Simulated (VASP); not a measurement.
Crystal: SnO2.

```
Sn O
1.0
     3.02464    0.00000    0.00000
    -1.51232    2.61942    0.00000
     0.00000    0.00000    4.77582
Sn O
1 2
Direct
  0.00000 0.00000 0.50000
  0.33333 0.66667 0.76086
  0.66667 0.33333 0.23914
```

* Program: VASP 6.6.1
* Task: relaxation of cell and atoms
* Functional: PBE
* Dispersion: D3(BJ)
* Potentials or basis: VASP PAW PBE potentials, release 64 (Sn_d, O)
* Cutoff: 600 eV
* k mesh: 6 × 6 × 4
* Occupations: gaussian, width 0.1 eV
* Spin: no spin polarisation

At the start: pressure 3.9 GPa; volume 12.61 Å³/atom.

Question: How do energy, volume and symmetry change on relaxing?

Answer: Over 11 steps the energy falls by 235.9 meV/atom and the volume is 13.59 Å³/atom (+7.7 %); space group P-3m1 (No. 164, to 0.05 Å).

The path:
```tsv
step	energy change (eV)	largest force (eV/Å)	pressure (GPa)	volume (Å³)
1	0.0000	2.1919	3.91	37.84
2	-0.6762	0.5769	-1.25	39.31
3	-0.6894	0.3111	-2.00	39.52
4	-0.6893	0.3460	-1.91	39.49
5	-0.6892	0.1402	3.82	38.60
6	-0.6958	0.1096	0.86	39.04
7	-0.6989	0.0721	0.68	39.29
8	-0.7039	0.0387	0.21	40.02
9	-0.7043	0.0785	0.04	40.30
10	-0.7071	0.0208	0.00	40.59
11	-0.7077	0.0152	-0.02	40.77
```

Final structure:
```
Sn O
1.0
     3.22161    0.00000    0.00000
    -1.61081    2.79000    0.00000
     0.00000    0.00000    4.53583
Sn O
1 2
Cartesian
  1.6108 2.7900 2.2679
  0.0000 1.8600 3.2797
  1.6108 0.9300 1.2561
```
